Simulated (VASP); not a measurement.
# Ga2O3 (P1) in VASP: single point with PBE

Aim: the single point of Ga2O3 with PBE.

Program: VASP 6.6.1. These are calculated values, not measurements. Logs are shortened: lines on timing, memory, paths and dates and some standing lists are left out, and cuts for length are marked.

## Step 1: The cell of the first run

The typed cell holds 10 atoms: a = 5.399 Å, b = 5.399 Å, c = 5.399 Å, α = 55.86°, β = 55.86°, γ = 55.86°.

## Step 2: Single point, PBE (all O atoms moved 0.2 Å in one direction)

The input, INCAR:

```
SYSTEM = Ga2O3
  ALGO = Normal
  EDIFF = 1E-6
  ENCUT = 520
  GGA = PE
  ISIF = 2
  ISMEAR = 0
  LASPH = .TRUE.
  LCHARG = .FALSE.
  LREAL = .FALSE.
  LWAVE = .FALSE.
  NBANDS = 55
  NELM = 60
  PREC = Accurate
  SIGMA = 0.05
```

The input, KPOINTS:

```
k-points
0
G
  6 6 6
  0 0 0
```

The input, POSCAR:

```
Ga2O3
1.0
    2.5287245556      1.4599598028      4.5410352158
   -2.5287245556      1.4599598028      4.5410352158
    0.0000000000     -2.9199196058      4.5410352157
Ga O
4 6
Direct
    0.3299394510      0.3676534143      0.3543813476
    0.1182019436      0.1559159069      0.1426438402
    0.6182019436      0.6559159069      0.6426438402
    0.8299394510      0.8676534143      0.8543813476
    0.5704595351      0.9389702263      0.2509916041
    0.2672862018      0.5453168929      0.9478182708
    0.9641128685      0.2421435596      0.5541649374
    0.4641128685      0.0453168929      0.7509916041
    0.7672862018      0.4389702263      0.0541649374
    0.0704595351      0.7421435596      0.4478182708
```

Potentials or basis: VASP PAW PBE potentials, release 64 (Ga_d, O).

Started as:

```bash
$ cat potpaw_PBE.64/Ga_d/POTCAR potpaw_PBE.64/O/POTCAR > POTCAR
$ mpirun -np 1 vasp_std > vasp.out
```

OUTCAR:

```text
SYSTEM = Ga2O3
   EDIFF = 1E-6
   ENCUT = 520
   GGA = PE
   ISIF = 2
   ISMEAR = 0
   LASPH = .TRUE.
   LREAL = .FALSE.
   NELM = 60
   PREC = Accurate

 ion  position               nearest neighbor table
   1  0.330  0.368  0.354-  10 1.86   7 1.95   6 1.99   8 2.07   9 2.09   5 2.15   2 2.88
   2  0.118  0.156  0.143-   9 1.76  10 1.95   8 2.01   7 2.12   6 2.15   5 2.30   1 2.88
   3  0.618  0.656  0.643-   6 1.82   5 1.85   7 2.05   8 2.08   9 2.23  10 2.26   4 2.88
   4  0.830  0.868  0.854-   8 1.91   5 1.91   7 1.97   9 2.07  10 2.11   6 2.14   3 2.88
   5  0.570  0.939  0.251-   3 1.85   4 1.91   1 2.15   2 2.30
   6  0.267  0.545  0.948-   3 1.82   1 1.99   4 2.14   2 2.15
   7  0.964  0.242  0.554-   1 1.95   4 1.97   3 2.05   2 2.12
   8  0.464  0.045  0.751-   4 1.91   2 2.01   1 2.07   3 2.08
   9  0.767  0.439  0.054-   2 1.76   4 2.07   1 2.09   3 2.23
  10  0.070  0.742  0.448-   1 1.86   2 1.95   4 2.11   3 2.26

  LATTYP: Found a trigonal (rhomboedric) cell.
 ALAT       =     5.3987898028
 COS(alpha) =     0.5612266825

  Lattice vectors:

 A1 = (   2.5287245556,   1.4599598028,   4.5410352158)
 A2 = (  -2.5287245556,   1.4599598028,   4.5410352158)
 A3 = (   0.0000000000,  -2.9199196058,   4.5410352157)

Analysis of symmetry for initial positions (statically):
=====================================================================
 Subroutine PRICEL returns:
 Original cell was already a primitive cell.

 Routine SETGRP: Setting up the symmetry group for a
 trigonal (rhombohedral) supercell.

 Subroutine GETGRP returns: Found  1 space group operations
 (whereof  1 operations were pure point group operations)
 out of a pool of 12 trial point group operations.

The static configuration has the point symmetry C_1 .

Analysis of symmetry for dynamics (positions and initial velocities):
=====================================================================
 Subroutine PRICEL returns:
 Original cell was already a primitive cell.

 Routine SETGRP: Setting up the symmetry group for a
 trigonal (rhombohedral) supercell.

 Subroutine GETGRP returns: Found  1 space group operations
 (whereof  1 operations were pure point group operations)
 out of a pool of 12 trial point group operations.

The dynamic configuration has the point symmetry C_1 .

 Subroutine INISYM returns: Found  1 space group operations
 (whereof  1 operations are pure point group operations),
 and found     1 'primitive' translations

----------------------------------------------------------------------------------------

                                     Primitive cell

  volume of cell :     100.5885

  direct lattice vectors                    reciprocal lattice vectors
     2.528724556  1.459959803  4.541035216     0.197728139  0.114158394  0.073404701
    -2.528724556  1.459959803  4.541035216    -0.197728139  0.114158394  0.073404701
     0.000000000 -2.919919606  4.541035216     0.000000000 -0.228316788  0.073404701

  length of vectors
     5.398789803  5.398789803  5.398789803     0.239826617  0.239826617  0.239826617

  position of ions in fractional coordinates (direct lattice)
     0.329939451  0.367653414  0.354381348
     0.118201944  0.155915907  0.142643840
     0.618201944  0.655915907  0.642643840
     0.829939451  0.867653414  0.854381348
     0.570459535  0.938970226  0.250991604
     0.267286202  0.545316893  0.947818271
     0.964112869  0.242143560  0.554164937
     0.464112869  0.045316893  0.750991604
     0.767286202  0.438970226  0.054164937
     0.070459535  0.742143560  0.447818271

  ion indices of the primitive-cell ions
   primitive index   ion index
                 1           1
                 2           2
                 3           3
                 4           4
                 5           5
                 6           6
                 7           7
                 8           8
                 9           9
                10          10

----------------------------------------------------------------------------------------

 KPOINTS: k-points

Automatic generation of k-mesh.
 Grid dimensions read from file:
 generate k-points for:    6    6    6

 Generating k-lattice:

  Cartesian coordinates                     Fractional coordinates (reciprocal lattice)
     0.032954690  0.019026399  0.012234117     0.166666667  0.000000000  0.000000000
    -0.032954690  0.019026399  0.012234117     0.000000000  0.166666667  0.000000000
     0.000000000 -0.038052798  0.012234117     0.000000000  0.000000000  0.166666667

  Length of vectors
     0.039971103  0.039971103  0.039971103

  Shift w.r.t. Gamma in fractional coordinates (k-lattice)
     0.000000000  0.000000000  0.000000000

 Subroutine IBZKPT returns following result:
 ===========================================

 Found    112 irreducible k-points:

 Following reciprocal coordinates:
            Coordinates               Weight
  0.000000  0.000000  0.000000      1.000000
  0.166667  0.000000  0.000000      2.000000
  0.000000  0.166667  0.000000      2.000000
 -0.000000 -0.000000  0.166667      2.000000
  0.333333  0.000000  0.000000      2.000000
  0.000000  0.333333  0.000000      2.000000
[... 16 lines left out ...]
 -0.166667  0.500000  0.000000      2.000000
  0.166667 -0.000000  0.500000      2.000000
 [... further k-points ...]
   k-points           NKPTS =    112   k-points in BZ     NKDIM =    112   number of bands    NBANDS=     55
   number of dos      NEDOS =    301   number of ions     NIONS =     10
   total plane-waves  NPLWV =  64000
   dimension x,y,z NGX =    40 NGY =   40 NGZ =   40
   dimension x,y,z NGXF=    80 NGYF=   80 NGZF=   80
   ions per type =               4   6
   NGX,Y,Z   is equivalent  to a cutoff of  12.32, 12.32, 12.32 a.u.
   NGXF,Y,Z  is equivalent  to a cutoff of  24.63, 24.63, 24.63 a.u.
 SYSTEM =  Ga2O3
   PREC   = accura    normal or accurate (medium, high low for compatibility)
   ISTART =      0    job   : 0-new  1-cont  2-samecut
   ICHARG =      2    charge: 1-file 2-atom 10-const
   ISPIN  =      1    spin polarized calculation?
   LNONCOLLINEAR =      F non collinear calculations
   LSORBIT =      F    spin-orbit coupling
   LASPH  =      T    aspherical Exc in radial PAW
   ENCUT  =  520.0 eV  38.22 Ry    6.18 a.u.  10.04 10.04 10.04*2*pi/ulx,y,z
   NELM   =     60;   NELMIN=  2; NELMDL= -5     # of ELM steps
   EDIFF  = 0.1E-05   stopping-criterion for ELM
   LREAL  =      F    real-space projection
   EDIFFG = 0.1E-04   stopping-criterion for IOM
   NSW    =      0    number of steps for IOM
   IBRION =     -1    ionic relax: 0-MD 1-quasi-New 2-CG
   NFREE  =      0    steps in history (QN), initial steepest desc. (CG)
   ISIF   =      2    stress and relaxation
   ISYM   =      2    0-nonsym 1-usesym 2-fastsym
   POTIM  = 0.5000    time-step for ionic-motion
   TEBEG  =    0.0;   TEEND  =   0.0 temperature during run
   PSTRESS=    0.0 pullay stress
   NELECT =      88.0000    total number of electrons
   NUPDOWN=      -1.0000    fix difference up-down
   EMIN   =  10.00;   EMAX   =-10.00  energy-range for DOS
   EFERMI =   0.00;   METHOD = LEGACY
   ISMEAR =     0;   SIGMA  =   0.05  broadening in eV -4-tet -1-fermi 0-gaus
   EFERMI_NEDOS =   21; number of points for ismear=-14 and -15
   IALGO  =     38    algorithm
   IMIX   =      4    mixing-type and parameters
     AMIX     =   0.40;   BMIX     =  1.00
     AMIX_MAG =   1.60;   BMIX_MAG =  1.00
  volume/ion in A,a.u.               =      10.06        67.88
  Fermi-wavevector in a.u.,A,eV,Ry     =   1.565740  2.958819 33.355234  2.451541
  Thomas-Fermi vector in A             =   2.668171
   LORBIT       =      0    0 simple, 1 ext, 2 COOP (PROOUT), +10 PAW based schemes
   GGA     = PE    functional components
   LHFCALC =     F    Hartree Fock is set to
   AEXX    =    0.0000 exact exchange contribution
   IVDW    =     0    specifies the selected vdW correction
   LEPSILON=     F    determine dielectric tensor
   LRPA    =     F    only Hartree local field effects (RPA)
 non-spin polarized calculation
 Gauss-broadening in eV      SIGMA  =   0.05
  energy-cutoff  :      520.00
  volume of cell :      100.59
 maximum number of plane-waves:      2730
   NGX = 21   NGY = 21   NGZ = 21

 number of electron      88.0000025 magnetization

 Free energy of the ion-electron system (eV)
  ---------------------------------------------------
  ext. energy  EPLUGINS =         0.00000000
  ---------------------------------------------------
  free energy    TOTEN  =       -58.72158919 eV

  energy without entropy =      -58.72158919  energy(sigma->0) =      -58.72158919

 E-fermi :   4.3876     XC(G=0): -11.9525

 val. band max:        4.1717309879   @ k =   0.0000  -0.1667   0.1667
 cond. band min:       6.5013707543   @ k =   0.0000   0.0000   0.0000
 fundamental gap:      2.3296397664
 Fermi energy:         4.3876086137

 k-point     1 :       0.0000    0.0000    0.0000
  band No.  band energies     occupation
      1     -14.6506      2.00000
      2     -12.9313      2.00000
      3     -12.9118      2.00000
      4     -12.8277      2.00000
      5     -12.7626      2.00000
      6     -12.6383      2.00000
[... 47 lines left out ...]
     54      15.2574      0.00000
     55      16.0911      0.00000

 k-point     2 :       0.1667    0.0000    0.0000
  band No.  band energies     occupation
      1     -14.5348      2.00000
      2     -13.0167      2.00000
      3     -12.9214      2.00000
      4     -12.8506      2.00000
      5     -12.7650      2.00000
      6     -12.6757      2.00000
[... 47 lines left out ...]
     54      15.6837      0.00000
     55      15.9116      0.00000
[... 1216 lines left out ...]
     54      15.8169      0.00000
     55      16.0924      0.00000

 k-point    24 :       0.1667   -0.0000    0.5000
  band No.  band energies     occupation
      1     -13.8694      2.00000
      2     -13.5425      2.00000
      3     -13.0181      2.00000
      4     -12.9621      2.00000
      5     -12.8059      2.00000
      6     -12.6992      2.00000
[... 47 lines left out ...]
     54      15.7958      0.00000
     55      16.1395      0.00000

 [... further k-points ...]
[... 5 lines left out ...]
  --------------------------------------------------------------------------------------
  -------------------------------------------------------------------------------------
  Total        4.3073713      2.6517643      2.8970295     -0.2124180      0.1158293      2.2548883
  in kB       68.6079350     42.2373787     46.1439691     -3.3834001      1.8449332     35.9159269
  external PRESSURE =      52.3297609 kB  Pullay stress =       0.0000000 kB

 VOLUME and BASIS-vectors are now :
 -----------------------------------------------------------------------------
  energy-cutoff  :      520.00
  volume of cell :      100.59
      direct lattice vectors                 reciprocal lattice vectors
     2.528724556  1.459959803  4.541035216     0.197728139  0.114158394  0.073404701
    -2.528724556  1.459959803  4.541035216    -0.197728139  0.114158394  0.073404701
     0.000000000 -2.919919606  4.541035216     0.000000000 -0.228316788  0.073404701

 POSITION                                       TOTAL-FORCE (eV/Angst)
 -----------------------------------------------------------------------------------
     -0.09537     -0.01631      4.77705         1.445055      0.422972      0.592555
     -0.09537     -0.01631      1.89253         2.469084     -0.139877      0.894898
     -0.09537     -0.01631      8.70408         1.385961      0.565970      0.719522
     -0.09537     -0.01631     11.58860         1.331364      0.143270      0.767565
     -0.93186      1.47083      7.99414        -0.622837      0.349733     -0.187948
     -0.70306     -1.58119      7.99414        -0.964947     -0.801278     -0.855104
      1.82566      0.14297      7.99414        -0.727436     -0.399290     -0.391904
      1.05902     -1.44909      5.72362        -1.132601     -0.049110     -0.696597
      0.83022      1.60293      5.72362        -2.323853     -0.140413     -1.128642
     -1.69850     -0.12123      5.72362        -0.859790      0.048023      0.285655
 -----------------------------------------------------------------------------------
    total drift:                                0.000083     -0.000402     -0.000618

  FREE ENERGIE OF THE ION-ELECTRON SYSTEM (eV)
  ---------------------------------------------------
  free  energy   TOTEN  =       -58.7215891943 eV

  energy  without entropy=      -58.7215891943  energy(sigma->0) =      -58.72158919
```

It took 15 min on 1 thread of Intel Xeon Platinum 8488C (Sapphire Rapids), shared host; peak memory 0.54 GiB.

What came out:

```yaml
Free_energy: -58.7216 eV
Pressure: 5.2 GPa
Largest_force: 2.630 eV/Å
Band_gap_on_the_k_mesh: 2.33 eV (least direct gap 2.46 eV)
```

Forces on the atoms (eV/Å):
```
Ga   1.445  0.423  0.593
Ga   2.469 -0.140  0.895
Ga   1.386  0.566  0.720
Ga   1.331  0.143  0.768
O   -0.623  0.350 -0.188
O   -0.965 -0.801 -0.855
O   -0.727 -0.399 -0.392
O   -1.133 -0.049 -0.697
O   -2.324 -0.140 -1.129
O   -0.860  0.048  0.286
```

Caveat: the cell differs from its parent crystal (all O atoms moved 0.2 Å in one direction); the cell stands under pressure; forces of over 1 eV/Å act on the atoms, so gaps and moduli don't describe the material at rest.
